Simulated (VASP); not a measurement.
# CdPbO2 (P-3m1) in VASP: notebook

CdPbO2 is run at these levels: PBE; tasks: relaxation of cell and atoms, single point.

Program: VASP 6.6.1. These are calculated values, not measurements. Logs are shortened: lines on timing, memory, paths and dates and some standing lists are left out, and cuts for length are marked.

## Step 1: The cell of the first run

The structure is trigonal, space group P-3m1 (No. 164). Conventional cell: a = 3.547 Å, b = 3.547 Å, c = 5.497 Å, α = 90.00°, β = 90.00°, γ = 120.00°. Within 3.3 Å of Cd (site symmetry -3m) lie 6 O at 2.47 Å and 2 Pb at 2.75 Å. Within 3.3 Å of Pb (site symmetry -3m) lie 6 O at 2.47 Å and 2 Cd at 2.75 Å. O (site symmetry 3m) has 3 Cd at 2.47 Å and 3 Pb at 2.47 Å within 3.3 Å.

## Step 2: Relaxation of cell and atoms, PBE

INCAR reads:

```
ALGO = Normal ; EDIFF = 1E-6
EDIFFG = -0.04 ; ENCUT = 600
GGA = PE ; IBRION = 2
ISIF = 3 ; ISMEAR = 0
LASPH = T ; LCHARG = F
LREAL = F ; LWAVE = F
NELM = 80 ; NSW = 90
PREC = Accurate ; SIGMA = 0.1
```

KPOINTS reads:

```
k-points
0
Gamma
  6 6 4
```

POSCAR reads:

```
CdPbO2
1.0
    3.5466598200      0.0000000000      0.0000000000
   -1.7733299100      3.0714975000      0.0000000000
    0.0000000000      0.0000000000      5.4973227200
Cd Pb O
1 1 2
Direct
    0.0000000000      0.0000000000      0.5000000000
    0.0000000000      0.0000000000      0.0000000000
    0.3333333300      0.6666666700      0.2500000000
    0.6666666700      0.3333333300      0.7500000000
```

Potentials or basis: VASP PAW PBE potentials, release 64 (Cd, Pb_d, O).

Started as:

```sh
> cat potpaw_PBE.64/Cd/POTCAR potpaw_PBE.64/Pb_d/POTCAR potpaw_PBE.64/O/POTCAR > POTCAR
> mpirun -np 1 vasp_std > vasp.out
```

OUTCAR:

```text
EDIFF = 1E-6
   EDIFFG = -0.04
   ENCUT = 600
   GGA = PE
   IBRION = 2
   ISIF = 3
   ISMEAR = 0
   LASPH = T
   LREAL = F
   NELM = 80
   NSW = 90
   PREC = Accurate

 ion  position               nearest neighbor table
   1  0.000  0.000  0.500-   3 2.47   4 2.47   3 2.47   4 2.47   4 2.47   3 2.47   2 2.75   2 2.75

   2  0.000  0.000  0.000-   3 2.47   4 2.47   3 2.47   4 2.47   4 2.47   3 2.47   1 2.75   1 2.75

   3  0.333  0.667  0.250-   1 2.47   2 2.47   1 2.47   2 2.47   1 2.47   2 2.47
   4  0.667  0.333  0.750-   1 2.47   2 2.47   1 2.47   2 2.47   1 2.47   2 2.47

  LATTYP: Found a hexagonal cell.
 ALAT       =     3.5466598200
 C/A-ratio  =     1.5499999997

  Lattice vectors:

 A1 = (   3.5466598200,   0.0000000000,   0.0000000000)
 A2 = (  -1.7733299100,   3.0714975000,   0.0000000000)
 A3 = (   0.0000000000,   0.0000000000,   5.4973227200)

Analysis of symmetry for initial positions (statically):
=====================================================================
 Subroutine PRICEL returns:
 Original cell was already a primitive cell.

 Routine SETGRP: Setting up the symmetry group for a
 hexagonal supercell.

 Subroutine GETGRP returns: Found 12 space group operations
 (whereof 12 operations were pure point group operations)
 out of a pool of 24 trial point group operations.

The static configuration has the point symmetry D_3d.

Analysis of symmetry for dynamics (positions and initial velocities):
=====================================================================
 Subroutine PRICEL returns:
 Original cell was already a primitive cell.

 Routine SETGRP: Setting up the symmetry group for a
 hexagonal supercell.

 Subroutine GETGRP returns: Found 12 space group operations
 (whereof 12 operations were pure point group operations)
 out of a pool of 24 trial point group operations.

The dynamic configuration has the point symmetry D_3d.

 Subroutine INISYM returns: Found 12 space group operations
 (whereof 12 operations are pure point group operations),
 and found     1 'primitive' translations

----------------------------------------------------------------------------------------

                                     Primitive cell

  volume of cell :      59.8854

  direct lattice vectors                    reciprocal lattice vectors
     3.546659820  0.000000000  0.000000000     0.281955432  0.162787044  0.000000000
    -1.773329910  3.071497500  0.000000000     0.000000000  0.325574089  0.000000000
     0.000000000  0.000000000  5.497322720     0.000000000  0.000000000  0.181906730

  length of vectors
     3.546659820  3.546659818  5.497322720     0.325574089  0.325574089  0.181906730

  position of ions in fractional coordinates (direct lattice)
     0.000000000  0.000000000  0.500000000
     0.000000000  0.000000000  0.000000000
     0.333333330  0.666666670  0.250000000
     0.666666670  0.333333330  0.750000000

  ion indices of the primitive-cell ions
   primitive index   ion index
                 1           1
                 2           2
                 3           3
                 4           4

----------------------------------------------------------------------------------------

 KPOINTS: k-points

Automatic generation of k-mesh.
 Grid dimensions read from file:
 generate k-points for:    6    6    4

 Generating k-lattice:

  Cartesian coordinates                     Fractional coordinates (reciprocal lattice)
     0.046992572  0.027131174  0.000000000     0.166666667  0.000000000  0.000000000
     0.000000000  0.054262348  0.000000000     0.000000000  0.166666667  0.000000000
     0.000000000  0.000000000  0.045476683     0.000000000  0.000000000  0.250000000

  Length of vectors
     0.054262348  0.054262348  0.045476683

  Shift w.r.t. Gamma in fractional coordinates (k-lattice)
     0.000000000  0.000000000  0.000000000

 Subroutine IBZKPT returns following result:
 ===========================================

 Found     24 irreducible k-points:

 Following reciprocal coordinates:
            Coordinates               Weight
  0.000000  0.000000  0.000000      1.000000
  0.166667  0.000000  0.000000      6.000000
  0.333333 -0.000000  0.000000      6.000000
  0.500000  0.000000  0.000000      3.000000
  0.166667  0.166667  0.000000      6.000000
  0.333333  0.166667  0.000000     12.000000
[... 16 lines left out ...]
  0.333333  0.166667  0.500000     12.000000
  0.333333  0.333333  0.500000      2.000000
   k-points           NKPTS =     24   k-points in BZ     NKDIM =     24   number of bands    NBANDS=     23
   number of dos      NEDOS =    301   number of ions     NIONS =      4
   total plane-waves  NPLWV =  37632
   dimension x,y,z NGX =    28 NGY =   28 NGZ =   48
   dimension x,y,z NGXF=    56 NGYF=   56 NGZF=   96
   ions per type =               1   1   2
   NGX,Y,Z   is equivalent  to a cutoff of  13.12, 13.12, 14.52 a.u.
   NGXF,Y,Z  is equivalent  to a cutoff of  26.25, 26.25, 29.03 a.u.
 SYSTEM =  unknown system
   PREC   = accura    normal or accurate (medium, high low for compatibility)
   ISTART =      0    job   : 0-new  1-cont  2-samecut
   ICHARG =      2    charge: 1-file 2-atom 10-const
   ISPIN  =      1    spin polarized calculation?
   LNONCOLLINEAR =      F non collinear calculations
   LSORBIT =      F    spin-orbit coupling
   LASPH  =      T    aspherical Exc in radial PAW
   ENCUT  =  600.0 eV  44.10 Ry    6.64 a.u.   7.08  7.08 10.98*2*pi/ulx,y,z
   NELM   =     80;   NELMIN=  2; NELMDL= -5     # of ELM steps
   EDIFF  = 0.1E-05   stopping-criterion for ELM
   LREAL  =      F    real-space projection
   EDIFFG = -.4E-01   stopping-criterion for IOM
   NSW    =     90    number of steps for IOM
   IBRION =      2    ionic relax: 0-MD 1-quasi-New 2-CG
   NFREE  =      1    steps in history (QN), initial steepest desc. (CG)
   ISIF   =      3    stress and relaxation
   ISYM   =      2    0-nonsym 1-usesym 2-fastsym
   POTIM  = 0.5000    time-step for ionic-motion
   TEBEG  =    0.0;   TEEND  =   0.0 temperature during run
   PSTRESS=    0.0 pullay stress
   NELECT =      38.0000    total number of electrons
   NUPDOWN=      -1.0000    fix difference up-down
   EMIN   =  10.00;   EMAX   =-10.00  energy-range for DOS
   EFERMI =   0.00;   METHOD = LEGACY
   ISMEAR =     0;   SIGMA  =   0.10  broadening in eV -4-tet -1-fermi 0-gaus
   EFERMI_NEDOS =   21; number of points for ismear=-14 and -15
   IALGO  =     38    algorithm
   IMIX   =      4    mixing-type and parameters
     AMIX     =   0.40;   BMIX     =  1.00
     AMIX_MAG =   1.60;   BMIX_MAG =  1.00
  volume/ion in A,a.u.               =      14.97       101.03
  Fermi-wavevector in a.u.,A,eV,Ry     =   1.406789  2.658446 26.926693  1.979056
  Thomas-Fermi vector in A             =   2.529114
   LORBIT       =      0    0 simple, 1 ext, 2 COOP (PROOUT), +10 PAW based schemes
   GGA     = PE    functional components
   LHFCALC =     F    Hartree Fock is set to
   AEXX    =    0.0000 exact exchange contribution
   IVDW    =     0    specifies the selected vdW correction
   LEPSILON=     F    determine dielectric tensor
   LRPA    =     F    only Hartree local field effects (RPA)
 conjugate gradient relaxation of ions
 non-spin polarized calculation
 Gauss-broadening in eV      SIGMA  =   0.10
  energy-cutoff  :      600.00
  volume of cell :       59.89
 maximum number of plane-waves:      2043
   NGX = 15   NGY = 15   NGZ = 21

--------------------------------------- Ionic step        1  -------------------------------------------

 number of electron      37.9999995 magnetization

 Free energy of the ion-electron system (eV)
  ---------------------------------------------------
  ext. energy  EPLUGINS =         0.00000000
  ---------------------------------------------------
  free energy    TOTEN  =       -16.77502793 eV

  energy without entropy =      -16.77353555  energy(sigma->0) =      -16.77428174

------------------------ aborting loop because EDIFF is reached ----------------------------------------

  FORCE on cell =-STRESS in cart. coord.  units (eV):
  Direction    XX          YY          ZZ          XY          YZ          ZX
  --------------------------------------------------------------------------------------
  -------------------------------------------------------------------------------------
  Total        2.1543716      2.1543715     10.6826745     -0.0000000      0.0000000     -0.0000000
  in kB       57.6381793     57.6381792    285.8048830     -0.0000000      0.0000000     -0.0000000
  external PRESSURE =     133.6937472 kB  Pullay stress =       0.0000000 kB
[... 61 lines left out ...]
  energy  without entropy=      -17.3412113240  energy(sigma->0) =      -17.34182875

--------------------------------------- Ionic step        3  -------------------------------------------

 number of electron      38.0000004 magnetization

 E-fermi :   3.6669     XC(G=0): -10.4960

 val. band max:        3.6664698493   @ k =   0.0000   0.0000   0.5000
 cond. band min:       4.4003605387   @ k =   0.0000   0.0000   0.2500
 fundamental gap:      0.7338906894
 Fermi energy:         3.6668933438

 k-point     1 :       0.0000    0.0000    0.0000
  band No.  band energies     occupation
      1     -13.3822      2.00000
      2     -12.8434      2.00000
      3     -12.5534      2.00000
      4     -12.4721      2.00000
      5     -12.4721      2.00000
      6     -12.3405      2.00000
[... 838 lines left out ...]
  energy  without entropy=      -17.5826762630  energy(sigma->0) =      -17.58278288

--------------------------------------- Ionic step        9  -------------------------------------------

 number of electron      37.9999991 magnetization

 Free energy of the ion-electron system (eV)
  ---------------------------------------------------
  ext. energy  EPLUGINS =         0.00000000
  ---------------------------------------------------
  free energy    TOTEN  =       -17.58483410 eV

  energy without entropy =      -17.58464373  energy(sigma->0) =      -17.58473891

 E-fermi :   4.2819     XC(G=0): -10.8388

 val. band max:        4.0995622046   @ k =   0.1667   0.1667   0.5000
 cond. band min:       4.4078931931   @ k =   0.0000   0.0000   0.5000
 fundamental gap:      0.3083309885
 Fermi energy:         4.2819001243

 k-point     1 :       0.0000    0.0000    0.0000
  band No.  band energies     occupation
      1     -13.0669      2.00000
      2     -12.4635      2.00000
      3     -12.2135      2.00000
      4     -12.2135      2.00000
      5     -12.2129      2.00000
      6     -11.9680      2.00000
[... 644 lines left out ...]
  FREE ENERGIE OF THE ION-ELECTRON SYSTEM (eV)
  ---------------------------------------------------
  free  energy   TOTEN  =       -17.5848340983 eV

  energy  without entropy=      -17.5846437284  energy(sigma->0) =      -17.58473891

 reached required accuracy - stopping structural energy minimisation
```

It took 2.5 min on 1 thread of AMD EPYC 9R45 (Zen 5), shared host; peak memory 0.19 GiB.

Results:

| Property | Result |
| --- | --- |
| Free energy | -17.5848 eV |
| Relaxed volume | 16.08 Å³/atom |
| Relaxed cell | a = 3.473 Å, b = 3.473 Å, c = 6.156 Å, α = 90.00°, β = 90.00°, γ = 120.00° |
| Space group after relaxing (to 0.05 Å) | P-3m1 (No. 164) |
| Energy gained by relaxing | 202.5 meV/atom |
| Ionic steps | 9 |
| Pressure after relaxing | -0.3 GPa |
| Largest force after relaxing | 0.018 eV/Å |
| Band gap on the k mesh | 0.31 eV, indirect (least direct gap 0.73 eV) |

Forces in eV/Å, atoms in the order of the input:
```
Cd   0.000  0.000  0.000
Pb   0.000  0.000  0.000
O    0.000  0.000 -0.018
O    0.000  0.000  0.018
```

Stress tensor (GPa, compression positive):
```
-0.36  0.00  0.00
 0.00 -0.36  0.00
 0.00  0.00 -0.11
```

The path:
```
step  energy change (eV)  largest force (eV/Å)  pressure (GPa)  volume (Å³)
   1              0.0000                1.5956           13.37        59.89
   2             -0.5674                0.4645           -7.34        71.16
   3             -0.6138                0.6823           -4.03        68.37
   4             -0.7702                0.4409           -1.97        65.81
   5             -0.7978                0.2691           -0.50        64.39
   6             -0.7980                0.2515           -0.36        64.25
   7             -0.8067                0.1463            0.44        63.81
   8             -0.8079                0.0893            0.88        63.57
   9             -0.8098                0.0184           -0.28        64.32
```

Final structure:
```
Cd Pb O
1.0
     3.47328    0.00000    0.00000
    -1.73664    3.00795    0.00000
     0.00000    0.00000    6.15643
Cd Pb O
1 1 2
Direct
  0.00000 0.00000 0.50000
  0.00000 0.00000 0.00000
  0.33333 0.66667 0.27723
  0.66667 0.33333 0.72277
```

Levels at points of the mesh, in eV from the valence-band top:
| k point | band 15 | band 16 | band 17 | band 18 | band 19 | band 20 | band 21 | band 22 | band 23 |
| --- | --- | --- | --- | --- | --- | --- | --- | --- | --- |
| (0.00, 0.00, 0.00) | -2.16 | -1.50 | -1.50 | -0.80 | -0.80 | 1.96 | 3.72 | 7.85 | 7.85 |
| (0.50, 0.00, 0.00) | -3.65 | -2.58 | -2.35 | -0.86 | -0.30 | 1.44 | 4.58 | 4.62 | 5.98 |
| (0.00, 0.00, 0.50) | -1.32 | -1.32 | -0.95 | -0.95 | -0.42 | 0.31 | 6.53 | 6.78 | 7.97 |
| (0.50, 0.00, 0.50) | -2.41 | -2.18 | -1.87 | -1.39 | -1.38 | 1.38 | 4.79 | 6.15 | 6.42 |

Caveat: spin-orbit coupling is left out, which moves the levels of the heavy elements. A k mesh can miss the band edges.

## Step 3: Single point, PBE

This run uses another cell than the first one, of 15.97 Å³/atom, 1.067 times its volume.

INCAR reads:

```
SYSTEM = CdPbO2
ALGO = Normal ; EDIFF = 1E-6
ENCUT = 520 ; GGA = PE
ISIF = 2 ; ISMEAR = 0
LASPH = .True. ; LCHARG = .False.
LREAL = .False. ; LWAVE = .False.
NBANDS = 27 ; NELM = 60
PREC = Accurate ; SIGMA = 0.02
```

KPOINTS reads:

```
k-points
0
Gamma
  12 12 6
  0 0 0
```

POSCAR reads:

```
CdPbO2
1.0
    3.4623707442      0.0000000000      0.0000000000
   -1.7311853721      2.9985010218      0.0000000000
    0.0000000000      0.0000000000      6.1525432448
Cd Pb O
1 1 2
Direct
    0.0000000000      0.0000000000      0.5000000000
    0.0000000000      0.0000000000      0.0000000000
    0.3333333333      0.6666666667      0.2778650703
    0.6666666667      0.3333333333      0.7221349297
```

Potentials or basis: VASP PAW PBE potentials, release 64 (Cd, Pb_d, O).

Started as:

```sh
> cat potpaw_PBE.64/Cd/POTCAR potpaw_PBE.64/Pb_d/POTCAR potpaw_PBE.64/O/POTCAR > POTCAR
> mpirun -np 1 vasp_std > vasp.out
```

OUTCAR:

```text
SYSTEM = CdPbO2
   EDIFF = 1E-6
   ENCUT = 520
   GGA = PE
   ISIF = 2
   ISMEAR = 0
   LASPH = .True.
   LREAL = .False.
   NELM = 60
   PREC = Accurate

 ion  position               nearest neighbor table
   1  0.000  0.000  0.500-   3 2.42   4 2.42   4 2.42   3 2.42   4 2.42   3 2.42   2 3.08   2 3.08

   2  0.000  0.000  0.000-   3 2.63   4 2.63   4 2.63   3 2.63   4 2.63   3 2.63   1 3.08   1 3.08

   3  0.333  0.667  0.278-   1 2.42   1 2.42   1 2.42   2 2.63   2 2.63   2 2.63
[... 917 lines left out ...]

 [... further k-points ...]
[... 5 lines left out ...]
  --------------------------------------------------------------------------------------
  -------------------------------------------------------------------------------------
  Total        0.1525747      0.1525747      0.1804183      0.0000000      0.0000000      0.0000000
  in kB        3.8270189      3.8270189      4.5254171      0.0000000      0.0000000      0.0000000
  external PRESSURE =       4.0598183 kB  Pullay stress =       0.0000000 kB

 VOLUME and BASIS-vectors are now :
 -----------------------------------------------------------------------------
  energy-cutoff  :      520.00
  volume of cell :       63.88
      direct lattice vectors                 reciprocal lattice vectors
     3.462370744  0.000000000  0.000000000     0.288819446  0.166749985  0.000000000
    -1.731185372  2.998501022  0.000000000     0.000000000  0.333499970  0.000000000
     0.000000000  0.000000000  6.152543245     0.000000000  0.000000000  0.162534412

 POSITION                                       TOTAL-FORCE (eV/Angst)
 -----------------------------------------------------------------------------------
      0.00000      0.00000      3.07627        -0.000000      0.000000      0.000000
      0.00000      0.00000      0.00000        -0.000000      0.000000      0.000000
     -0.00000      1.99900      1.70958        -0.000000      0.000000     -0.049593
      1.73119      0.99950      4.44297         0.000000      0.000000      0.049593
 -----------------------------------------------------------------------------------
    total drift:                               -0.000000      0.000000      0.000000

  FREE ENERGIE OF THE ION-ELECTRON SYSTEM (eV)
  ---------------------------------------------------
  free  energy   TOTEN  =       -17.5903472529 eV

  energy  without entropy=      -17.5903472529  energy(sigma->0) =      -17.59034725
```

stdout:

```text
POSCAR found type information on POSCAR CdPbO
 POSCAR found :  3 types and       4 ions
 scaLAPACK will be used
 LDA part: xc-table for (Slater+PW92), standard interpolation
 POSCAR, INCAR and KPOINTS ok, starting setup
 FFT: planning ... GRIDC
 FFT: planning ... GRID_SOFT
 FFT: planning ... GRID
 WAVECAR not read
 entering main loop
```

Wall time 97 s (1 thread of AMD EPYC 9R45 (Zen 5), shared host); peak memory 0.28 GiB.

Results:

```yaml
Free_energy: -17.5903 eV
Pressure: 0.4 GPa
Largest_force: 0.050 eV/Å
Band_gap_on_the_k_mesh: 0.26 eV, indirect (least direct gap 0.75 eV)
```

Forces in eV/Å, atoms in the order of the input:
```
Cd   0.000  0.000  0.000
Pb   0.000  0.000  0.000
O    0.000  0.000 -0.050
O    0.000  0.000  0.050
```

Caveat: spin-orbit coupling is left out, which moves the levels of the heavy elements. A k mesh can miss the band edges.
